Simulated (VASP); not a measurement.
# Al2Au (Fm-3m) in VASP: single point with r2SCAN

Aim: the single point of Al2Au with r2SCAN.

Everything below comes from runs of VASP 6.6.1. Logs are shortened: lines on timing, memory, paths and dates and some standing lists are left out, and cuts for length are marked.

## (1) The cell of the first run

It takes space group Fm-3m (No. 225, cubic). The conventional cell has a = 6.129 Å, b = 6.129 Å, c = 6.129 Å, α = 90.00°, β = 90.00°, γ = 90.00°. Within 3.5 Å of Al (site symmetry -43m) lie 4 Au at 2.65 Å and 6 Al at 3.06 Å. Au (site symmetry m-3m) has 8 Al at 2.65 Å within 3.5 Å.

## (2) Single point, r2SCAN

Contents of POSCAR:

```
Al2Au
1.0
    0.0000000000      3.0642631400      3.0642631400
    3.0642631400      0.0000000000      3.0642631400
    3.0642631400      3.0642631400      0.0000000000
Al Au
2 1
Direct
    0.2500000000      0.2500000000      0.2500000000
    0.7500000000      0.7500000000      0.7500000000
    0.0000000000      0.0000000000      0.0000000000
```

Contents of INCAR.step1:

```
SYSTEM = Al2Au
PREC = Accurate
ENCUT = 590
ISMEAR = -1
SIGMA = 0.1
LREAL = .False.
LASPH = .True.
NELM = 120
NBANDS = 20
GGA = PE
ALGO = Normal
EDIFF = 1E-5
LWAVE = .True.
LCHARG = .False.
GGA_COMPAT = .False.
```

Contents of INCAR.step2:

```
SYSTEM = Al2Au
PREC = Accurate
ENCUT = 590
EDIFF = 1E-6
ISMEAR = -1
SIGMA = 0.1
LREAL = .False.
LASPH = .True.
NELM = 120
ALGO = Normal
ISIF = 2
LWAVE = .False.
LCHARG = .True.
METAGGA = R2SCAN
LMIXTAU = .True.
LELF = .True.
LVHAR = .True.
NBANDS = 20
ISTART = 1
GGA_COMPAT = .False.
```

Contents of KPOINTS:

```
regular mesh
0
Gamma
  10 10 10
  0 0 0
```

Potentials or basis: VASP PAW PBE potentials, release 64 (Al, Au_sv_GW).

The run is started by

```console
$ cat potpaw_PBE.64/Al/POTCAR potpaw_PBE.64/Au_sv_GW/POTCAR > POTCAR
$ cp INCAR.step1 INCAR
$ mpirun -np 1 vasp_std > vasp.out
$ cp INCAR.step2 INCAR
$ mpirun -np 1 vasp_std > vasp.out
```

OUTCAR:

```text
SYSTEM = Al2Au
   PREC = Accurate
   ENCUT = 590
   EDIFF = 1E-6
   ISMEAR = -1
   LREAL = .False.
   LASPH = .True.
   NELM = 120
   ISIF = 2
   METAGGA = R2SCAN
   ISTART = 1

 ion  position               nearest neighbor table
   1  0.250  0.250  0.250-   3 2.65   3 2.65   3 2.65   3 2.65   2 3.06   2 3.06   2 3.06   2 3.06
                             2 3.06   2 3.06
   2  0.750  0.750  0.750-   3 2.65   3 2.65   3 2.65   3 2.65   1 3.06   1 3.06   1 3.06   1 3.06
                             1 3.06   1 3.06
   3  0.000  0.000  0.000-   2 2.65   2 2.65   2 2.65   1 2.65   2 2.65   1 2.65   1 2.65   1 2.65

  LATTYP: Found a face centered cubic cell.
 ALAT       =     6.1285262800

  Lattice vectors:

 A1 = (   0.0000000000,   3.0642631400,   3.0642631400)
 A2 = (   3.0642631400,   0.0000000000,   3.0642631400)
 A3 = (   3.0642631400,   3.0642631400,   0.0000000000)

Analysis of symmetry for initial positions (statically):
=====================================================================
 Subroutine PRICEL returns:
 Original cell was already a primitive cell.

 Routine SETGRP: Setting up the symmetry group for a
 face centered cubic supercell.

 Subroutine GETGRP returns: Found 48 space group operations
 (whereof 48 operations were pure point group operations)
 out of a pool of 48 trial point group operations.

The static configuration has the point symmetry O_h .

Analysis of symmetry for dynamics (positions and initial velocities):
=====================================================================
 Subroutine PRICEL returns:
 Original cell was already a primitive cell.

 Routine SETGRP: Setting up the symmetry group for a
 face centered cubic supercell.

 Subroutine GETGRP returns: Found 48 space group operations
 (whereof 48 operations were pure point group operations)
 out of a pool of 48 trial point group operations.

The dynamic configuration has the point symmetry O_h .

 Subroutine INISYM returns: Found 48 space group operations
 (whereof 48 operations are pure point group operations),
 and found     1 'primitive' translations

----------------------------------------------------------------------------------------

                                     Primitive cell

  volume of cell :      57.5451

  direct lattice vectors                    reciprocal lattice vectors
[... 86 lines left out ...]
   LASPH  =      T    aspherical Exc in radial PAW
   ENCUT  =  590.0 eV  43.36 Ry    6.59 a.u.   8.58  8.58  8.58*2*pi/ulx,y,z
   NELM   =    120;   NELMIN=  2; NELMDL=  0     # of ELM steps
   EDIFF  = 0.1E-05   stopping-criterion for ELM
   LREAL  =      F    real-space projection
   EDIFFG = 0.1E-04   stopping-criterion for IOM
   NSW    =      0    number of steps for IOM
   IBRION =     -1    ionic relax: 0-MD 1-quasi-New 2-CG
   NFREE  =      0    steps in history (QN), initial steepest desc. (CG)
   ISIF   =      2    stress and relaxation
   ISYM   =      2    0-nonsym 1-usesym 2-fastsym
   POTIM  = 0.5000    time-step for ionic-motion
   TEBEG  =    0.0;   TEEND  =   0.0 temperature during run
   PSTRESS=    0.0 pullay stress
   NELECT =      25.0000    total number of electrons
   NUPDOWN=      -1.0000    fix difference up-down
   EMIN   =  10.00;   EMAX   =-10.00  energy-range for DOS
   EFERMI =   0.00;   METHOD = LEGACY
   ISMEAR =    -1;   SIGMA  =   0.10  broadening in eV -4-tet -1-fermi 0-gaus
   EFERMI_NEDOS =   21; number of points for ismear=-14 and -15
   IALGO  =     38    algorithm
   IMIX   =      4    mixing-type and parameters
     AMIX     =   0.40;   BMIX     =  1.00
     AMIX_MAG =   1.60;   BMIX_MAG =  1.00
  volume/ion in A,a.u.               =      19.18       129.44
  Fermi-wavevector in a.u.,A,eV,Ry     =   1.239897  2.343065 20.916827  1.537343
  Thomas-Fermi vector in A             =   2.374360
   LORBIT       =      0    0 simple, 1 ext, 2 COOP (PROOUT), +10 PAW based schemes
   METAGGA = R2SCAN    functional components
   LHFCALC =     F    Hartree Fock is set to
   AEXX    =    0.0000 exact exchange contribution
   IVDW    =     0    specifies the selected vdW correction
   LEPSILON=     F    determine dielectric tensor
   LRPA    =     F    only Hartree local field effects (RPA)
 non-spin polarized calculation
  energy-cutoff  :      590.00
  volume of cell :       57.55
 maximum number of plane-waves:      1895
 NGX is ok and might be reduce to    36
   NGX = 17   NGY = 17   NGZ = 17

 number of electron      25.0000004 magnetization

 Free energy of the ion-electron system (eV)
  ---------------------------------------------------
  ext. energy  EPLUGINS =         0.00000000
  ---------------------------------------------------
  free energy    TOTEN  =       -64.75357692 eV

  energy without entropy =      -64.72604204  energy(sigma->0) =      -64.73980948

 E-fermi :   6.7864     XC(G=0): -11.1711

 val. band max:        6.7295323310   @ k =  -0.2000   0.1000   0.0000
 cond. band min:       6.8342780856   @ k =   0.5000   0.1000   0.0000
 fundamental gap:      0.1047457546
 Fermi energy:         6.7863822346

 k-point     1 :       0.0000    0.0000    0.0000
  band No.  band energies     occupation
      1    -102.8053      2.00000
      2     -53.4214      2.00000
      3     -53.4214      2.00000
      4     -53.4214      2.00000
      5      -3.8306      2.00000
      6       0.1834      2.00000
[... 541 lines left out ...]
     19      16.1392      0.00000
     20      17.6169      0.00000

 [... further k-points ...]

------------------------ aborting loop because EDIFF is reached ----------------------------------------

  FORCE on cell =-STRESS in cart. coord.  units (eV):
  Direction    XX          YY          ZZ          XY          YZ          ZX
  --------------------------------------------------------------------------------------
  -------------------------------------------------------------------------------------
  Total       -2.2212958     -2.2212958     -2.2212958     -0.0000000      0.0000000      0.0000000
  in kB      -61.8456000    -61.8456000    -61.8456000     -0.0000000      0.0000000      0.0000000
  external PRESSURE =     -61.8456000 kB  Pullay stress =       0.0000000 kB

 VOLUME and BASIS-vectors are now :
 -----------------------------------------------------------------------------
  energy-cutoff  :      590.00
  volume of cell :       57.55
      direct lattice vectors                 reciprocal lattice vectors
     0.000000000  3.064263140  3.064263140    -0.163171365  0.163171365  0.163171365
     3.064263140  0.000000000  3.064263140     0.163171365 -0.163171365  0.163171365
     3.064263140  3.064263140  0.000000000     0.163171365  0.163171365 -0.163171365

 POSITION                                       TOTAL-FORCE (eV/Angst)
 -----------------------------------------------------------------------------------
      1.53213      1.53213      1.53213        -0.000000     -0.000000     -0.000000
      4.59639      4.59639      4.59639         0.000000      0.000000      0.000000
      0.00000      0.00000      0.00000        -0.000000      0.000000     -0.000000
 -----------------------------------------------------------------------------------
    total drift:                               -0.000000      0.000000      0.000000

  FREE ENERGIE OF THE ION-ELECTRON SYSTEM (eV)
  ---------------------------------------------------
  free  energy   TOTEN  =       -64.7535769174 eV

  energy  without entropy=      -64.7260420445  energy(sigma->0) =      -64.73980948
```

OSZICAR.step1:

```text
N       E                     dE             d eps       ncg     rms          rms(c)
DAV:   1     0.259327462617E+03    0.25933E+03   -0.13542E+04  2592   0.150E+03
DAV:   2     0.159374419134E+02   -0.24339E+03   -0.22704E+03  2712   0.507E+02
DAV:   3    -0.139434223011E+02   -0.29881E+02   -0.29379E+02  3104   0.165E+02
DAV:   4    -0.151779156312E+02   -0.12345E+01   -0.12327E+01  2828   0.274E+01
DAV:   5    -0.152277644530E+02   -0.49849E-01   -0.49823E-01  2900   0.632E+00    0.131E+01
DAV:   6    -0.116661639824E+02    0.35616E+01   -0.27885E+01  3088   0.989E+01    0.145E+01
DAV:   7    -0.114399761844E+02    0.22619E+00   -0.16938E+00  3108   0.224E+01    0.377E+00
DAV:   8    -0.114090172680E+02    0.30959E-01   -0.21478E-01  3280   0.935E+00    0.715E-01
DAV:   9    -0.114033644288E+02    0.56528E-02   -0.22610E-02  3112   0.205E+00    0.158E-01
DAV:  10    -0.114029901679E+02    0.37426E-03   -0.15372E-03  3136   0.716E-01    0.103E-01
DAV:  11    -0.114030258327E+02   -0.35665E-04   -0.33874E-04  3136   0.167E-01    0.176E-02
DAV:  12    -0.114030157149E+02    0.10118E-04   -0.12600E-05  1488   0.940E-02    0.259E-02
DAV:  13    -0.114030174762E+02   -0.17613E-05   -0.29960E-05  2200   0.396E-02
   1 F= -.11403017E+02 E0= -.11388959E+02  d E =-.281170E-01
```

Run time: 2.6 min. Hardware: 1 thread of Intel Xeon Platinum 8488C (Sapphire Rapids), shared host; peak memory 0.25 GiB.

Results:

```
Free energy            : -64.7536 eV
Pressure               : -6.2 GPa
Band gap on the k mesh : zero (an odd number of electrons rules out a gap without spin polarisation)
```

Caveat: the cell stands under tension; the PAW data sets were made with another functional, which shifts forces and pressure a little; spin-orbit coupling is left out, which moves the levels of the heavy elements.

The gap in the log of VASP goes by the Fermi energy; the results here count the filled bands.